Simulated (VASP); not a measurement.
Set up this calculation in VASP 6.6.1, as the native input.

```yaml
Task: single point
Functional: PBEsol
Potentials_or_basis: VASP PAW PBE potentials, release 64 (Li_sv, Sn_d, F)
Cutoff: 520 eV
k_mesh: 6 × 6 × 6
Occupations: gaussian, width 0.02 eV
Spin: no spin polarisation
Dipole_correction: no
Further_INCAR_settings: ALGO = Normal; EDIFF = 1e-07; NBANDS = 27
```

The structure of LiSnF3 lies in POSCAR:

```
LiSnF3
1.0
    2.9089502511      1.6794832105      2.4986887242
   -2.9089502511      1.6794832105      2.4986887242
    0.0000000000     -3.3589664210      2.4986887242
Li Sn F
1 1 3
Direct
    0.9777097963      0.9777097963      0.9777097963
    0.4020266443      0.4020266443      0.4020266443
    0.0506879803      0.5236536504      0.0506879803
    0.0506879803      0.0506879803      0.5236536504
    0.5236536504      0.0506879803      0.0506879803
```

These files were run (other wordings do the same):

INCAR

```
SYSTEM = LiSnF3
PREC = Accurate ; ENCUT = 520
EDIFF = 1E-7 ; ISMEAR = 0
SIGMA = 0.02 ; LREAL = .False.
LASPH = .True. ; NELM = 60
ALGO = Normal ; ISIF = 2
LWAVE = .False. ; LCHARG = .False.
GGA = PS ; NBANDS = 27
```

KPOINTS

```
regular mesh
0
Gamma
  6 6 6
  0 0 0
```

Potentials or basis: VASP PAW PBE potentials, release 64 (Li_sv, Sn_d, F).

Run with:

```sh
$ cat potpaw_PBE.64/Li_sv/POTCAR potpaw_PBE.64/Sn_d/POTCAR potpaw_PBE.64/F/POTCAR > POTCAR
$ mpirun -np 1 vasp_std > vasp.out
```

Results of the run:

```yaml
Largest_force: 0.253 eV/Å
Band_gap_on_the_k_mesh: 3.79 eV (least direct gap 4.05 eV)
```

Caveat: the PAW data sets were made with another functional, which shifts forces and pressure a little; spin-orbit coupling is left out, which moves the levels of the heavy elements.

Wall time 81 s on 1 thread of Intel Xeon 8259CL, with other jobs on the host, peak memory 0.2 GiB.
